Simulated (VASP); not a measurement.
# AlGa3N4 (P-42m) in VASP: further runs, part 2 of 2

VASP 6.6.1. The steps go on from the part before.

### Step 3. Single point, r2SCAN (strain -0.050 along x and y, +0.025 along z)

The input, POSCAR:

```
AlGa3N4
1.0
    4.2420772296      0.0000000000      0.0000000000
    0.0000000000      4.2420772296      0.0000000000
    0.0000000000      0.0000000000      4.5769780635
Al Ga N
1 3 4
Direct
    0.0000000000      0.0000000000      0.0000000000
    0.5000000000      0.5000000000      0.0000000000
    0.5000000000      0.0000000000      0.5000000000
    0.0000000000      0.5000000000      0.5000000000
    0.7553510553      0.7553510553      0.2446489447
    0.7553510553      0.2446489447      0.7553510553
    0.2446489447      0.7553510553      0.7553510553
    0.2446489447      0.2446489447      0.2446489447
```

The input, INCAR.step1:

```
  PREC = Accurate
  ENCUT = 520
  ISMEAR = 0
  SIGMA = 0.05
  LREAL = False
  LASPH = True
  NELM = 80
  NBANDS = 41
  GGA = PE
  ALGO = Normal
  EDIFF = 1E-4
  LWAVE = True
  LCHARG = False
```

The input, INCAR.step2:

```
  PREC = Accurate
  ENCUT = 520
  EDIFF = 1E-6
  ISMEAR = 0
  SIGMA = 0.05
  LREAL = False
  LASPH = True
  NELM = 80
  ALGO = Normal
  ISIF = 2
  LWAVE = False
  LCHARG = False
  METAGGA = R2SCAN
  LMIXTAU = True
  NBANDS = 41
  ISTART = 1
```

The input, KPOINTS:

```
regular mesh
0
Gamma
  6 6 6
```

Potentials or basis: VASP PAW PBE potentials, release 64 (Al, Ga_d, N).

Launch:

```
cat potpaw_PBE.64/Al/POTCAR potpaw_PBE.64/Ga_d/POTCAR potpaw_PBE.64/N/POTCAR > POTCAR
cp INCAR.step1 INCAR
mpirun -np 1 vasp_std > vasp.out
cp INCAR.step2 INCAR
mpirun -np 1 vasp_std > vasp.out
```

OUTCAR:

```text
PREC = Accurate
   ENCUT = 520
   EDIFF = 1E-6
   ISMEAR = 0
   LREAL = False
   LASPH = True
   NELM = 80
   ISIF = 2
   METAGGA = R2SCAN
   ISTART = 1

 ion  position               nearest neighbor table
   1  0.000  0.000  0.000-   5 1.85   6 1.85   7 1.85   8 1.85   2 3.00   2 3.00   2 3.00   2 3.00
                             4 3.12   3 3.12   4 3.12   4 3.12   4 3.12   3 3.12   3 3.12   3 3.12
   2  0.500  0.500  0.000-   5 1.90   6 1.90   7 1.90   8 1.90   1 3.00   1 3.00   1 3.00   1 3.00

[... 1277 lines left out ...]
  Total       11.6434196     11.6434196      5.6395045      0.0000000      0.0000000      0.0000000
  in kB      226.4931949    226.4931949    109.7022555      0.0000000      0.0000000      0.0000000
  external PRESSURE =     187.5628818 kB  Pullay stress =       0.0000000 kB

 VOLUME and BASIS-vectors are now :
 -----------------------------------------------------------------------------
  energy-cutoff  :      520.00
  volume of cell :       82.36
      direct lattice vectors                 reciprocal lattice vectors
     4.242077230  0.000000000  0.000000000     0.235733568  0.000000000  0.000000000
     0.000000000  4.242077230  0.000000000     0.000000000  0.235733568  0.000000000
     0.000000000  0.000000000  4.576978064     0.000000000  0.000000000  0.218484770

 POSITION                                       TOTAL-FORCE (eV/Angst)
 -----------------------------------------------------------------------------------
      0.00000      0.00000      0.00000         0.000000      0.000000      0.000000
      2.12104      2.12104      0.00000         0.000000      0.000000      0.000000
      2.12104      0.00000      2.28849         0.000000      0.000000      0.000000
      0.00000      2.12104      2.28849         0.000000      0.000000      0.000000
      3.20426      3.20426      1.11975         0.098070      0.098070      0.003782
      3.20426      1.03782      3.45723         0.098070     -0.098070     -0.003782
      1.03782      3.20426      3.45723        -0.098070      0.098070     -0.003782
      1.03782      1.03782      1.11975        -0.098070     -0.098070      0.003782
 -----------------------------------------------------------------------------------
    total drift:                               -0.000000     -0.000000     -0.000000

  FREE ENERGIE OF THE ION-ELECTRON SYSTEM (eV)
  ---------------------------------------------------
  free  energy   TOTEN  =       -84.3211201583 eV

  energy  without entropy=      -84.3211201583  energy(sigma->0) =      -84.32112016
```

OUTCAR.step1:

```text
PREC = Accurate
   ENCUT = 520
   ISMEAR = 0
   LREAL = False
   LASPH = True
[... 1305 lines left out ...]
      3.20426      3.20426      1.11975         0.099641      0.099641      0.001471
      3.20426      1.03782      3.45723         0.099641     -0.099641     -0.001471
      1.03782      3.20426      3.45723        -0.099641      0.099641     -0.001471
      1.03782      1.03782      1.11975        -0.099641     -0.099641      0.001471
 -----------------------------------------------------------------------------------
    total drift:                               -0.000000     -0.000000     -0.000000

  FREE ENERGIE OF THE ION-ELECTRON SYSTEM (eV)
  ---------------------------------------------------
  free  energy   TOTEN  =       -50.5057990094 eV

  energy  without entropy=      -50.5057990094  energy(sigma->0) =      -50.50579901
```

OSZICAR.step1:

```text
N       E                     dE             d eps       ncg     rms          rms(c)
DAV:   1     0.637238635369E+03    0.63724E+03   -0.27886E+04  3835   0.262E+03
DAV:   2     0.565010931090E+02   -0.58074E+03   -0.53831E+03  3488   0.645E+02
DAV:   3    -0.520995084057E+02   -0.10860E+03   -0.10544E+03  3697   0.197E+02
DAV:   4    -0.594807053473E+02   -0.73812E+01   -0.73224E+01  4456   0.550E+01
DAV:   5    -0.597055169000E+02   -0.22481E+00   -0.22453E+00  4206   0.912E+00    0.166E+01
DAV:   6    -0.502142434922E+02    0.94913E+01   -0.25728E+01  6120   0.637E+01    0.464E+00
DAV:   7    -0.505517202707E+02   -0.33748E+00   -0.50960E+00  3849   0.128E+01    0.417E+00
DAV:   8    -0.505400665854E+02    0.11654E-01   -0.53892E-01  4690   0.101E+01    0.109E+00
DAV:   9    -0.505048857556E+02    0.35181E-01   -0.14535E-01  5372   0.635E+00    0.434E-01
DAV:  10    -0.505054557780E+02   -0.57002E-03   -0.22873E-02  4022   0.120E+00    0.115E-01
DAV:  11    -0.505057401872E+02   -0.28441E-03   -0.22044E-03  4874   0.891E-01    0.346E-02
DAV:  12    -0.505057990094E+02   -0.58822E-04   -0.33656E-04  3541   0.342E-01
   1 F= -.50505799E+02 E0= -.50505799E+02  d E =-.198870E-17
```

Wall time 5.1 min (1 thread of Intel Xeon 6975P-C, shared host); peak memory 0.27 GiB.

Results:

* Free energy: -84.3211 eV
* Pressure: 18.8 GPa
* Largest force: 0.139 eV/Å
* Band gap on the k mesh: 3.23 eV, direct

Forces on the atoms (eV/Å):
```
Al   0.000  0.000  0.000
Ga   0.000  0.000  0.000
Ga   0.000  0.000  0.000
Ga   0.000  0.000  0.000
N    0.098  0.098  0.004
N    0.098 -0.098 -0.004
N   -0.098  0.098 -0.004
N   -0.098 -0.098  0.004
```

Stress tensor (GPa, compression positive):
```
22.65  0.00  0.00
 0.00 22.65  0.00
 0.00  0.00 10.97
```

Levels at points of the mesh, in eV from the valence-band top:
| k point | band 27 | band 28 | band 29 | band 30 | band 31 | band 32 | band 33 | band 34 | band 35 | band 36 |
| --- | --- | --- | --- | --- | --- | --- | --- | --- | --- | --- |
| (0.00, 0.00, 0.00) | -2.45 | -2.45 | -0.40 | 0.00 | 0.00 | 3.23 | 3.70 | 3.70 | 4.25 | 7.03 |
| (0.50, 0.00, 0.00) | -2.88 | -2.03 | -1.84 | -1.65 | -1.47 | 5.71 | 5.87 | 7.06 | 7.13 | 8.76 |
| (0.50, 0.50, 0.00) | -3.70 | -0.84 | -0.84 | -0.83 | -0.44 | 7.83 | 8.14 | 8.14 | 8.37 | 8.77 |
| (0.00, 0.00, 0.50) | -3.39 | -1.51 | -1.51 | -1.14 | -1.14 | 5.63 | 5.64 | 6.43 | 6.43 | 9.07 |
| (0.50, 0.00, 0.50) | -3.25 | -1.45 | -1.43 | -1.30 | -0.98 | 7.62 | 7.78 | 7.91 | 7.92 | 8.03 |
| (0.50, 0.50, 0.50) | -1.29 | -0.76 | -0.76 | -0.62 | -0.53 | 5.83 | 5.83 | 5.91 | 7.08 | 10.07 |

Caveat: the cell differs from its parent crystal (strain -0.050 along x and y, +0.025 along z); the PAW data sets were made with another functional, which shifts forces and pressure a little.
